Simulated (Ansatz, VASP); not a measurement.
Al: VASP beside Ansatz

Contents of INCAR:

```
PREC = Accurate
ENCUT = 520
EDIFF = 1E-7
ISMEAR = 0
SIGMA = 0.15
LREAL = F
LASPH = T
NELM = 80
ALGO = Fast
ISIF = 2
LWAVE = F
LCHARG = T
LELF = T
LVHAR = T
NBANDS = 18
```

KPOINTS

```
regular mesh
0
Gamma
  19 19 4
```

Contents of POSCAR:

```
Al
1.0
    2.0239800000     -2.0239800000      0.0000000000
    2.0239800000      0.0000000000     -2.0239800000
    8.3845951346      8.3845951346      8.3845951346
Al
6
Direct
    0.6666666667      0.6666666667      0.0804481382
    0.0000000000      0.0000000000      0.8850904485
    0.3333333333      0.3333333333      0.2413766002
    0.6666666667      0.6666666667      0.5632335244
    0.0000000000      0.0000000000      0.4023050623
    0.3333333333      0.3333333333      0.7241619864
```

Input for Ansatz:

```yaml
crystal:
  lattice:
    - [2.02398, -2.02398, 0.0]
    - [2.02398, 0.0, -2.02398]
    - [8.3845951346, 8.3845951346, 8.3845951346]
  atoms:
    - { symbol: Al, position: [0.6666666667, 0.6666666667, 0.0804481382] }
    - { symbol: Al, position: [0.0, 0.0, 0.8850904485] }
    - { symbol: Al, position: [0.3333333333, 0.3333333333, 0.2413766002] }
    - { symbol: Al, position: [0.6666666667, 0.6666666667, 0.5632335244] }
    - { symbol: Al, position: [0.0, 0.0, 0.4023050623] }
    - { symbol: Al, position: [0.3333333333, 0.3333333333, 0.7241619864] }
basis:
  ecutwfc: 420
kpoints:
  mp_grid: { grid: [19, 19, 4] }
hamiltonian:
  xc: lda
scf:
  occupations: { method: gaussian, width: 0.15 }
output:
  forces: true
  stress: true
  eigenvalues: true
```

Alike in both runs: task single point; functional LDA; k mesh 19 × 19 × 4; occupations gaussian, width 0.15 eV; no spin polarisation.

```csv
,VASP,Ansatz
version,VASP 6.6.1,Ansatz 0.2.0
potentials or method,"VASP PAW LDA potentials, release 64 (Al), cutoff 520 eV","scalar-relativistic, plane waves, PAW"
valence electrons in the cell,18,18
```

```tsv
	VASP	Ansatz	Ansatz less VASP
gap on the k mesh at the Fermi level (eV)	none	none	-
pressure (GPa)	-4.7	-4.8	-0.04
traceless stress, the component that is largest in VASP (GPa)	-0.13	-0.12	+0.001
rms of the force components (eV/Å)	0.147	0.146	-0.0011
```

LDA's correlation is that of Perdew and Zunger in VASP and of Perdew and Wang (1992) in Ansatz. Atom by atom the forces differ by 0.001 eV/Å (rms over components). A gap of «none» marks a metal or a gap that the smearing closes.
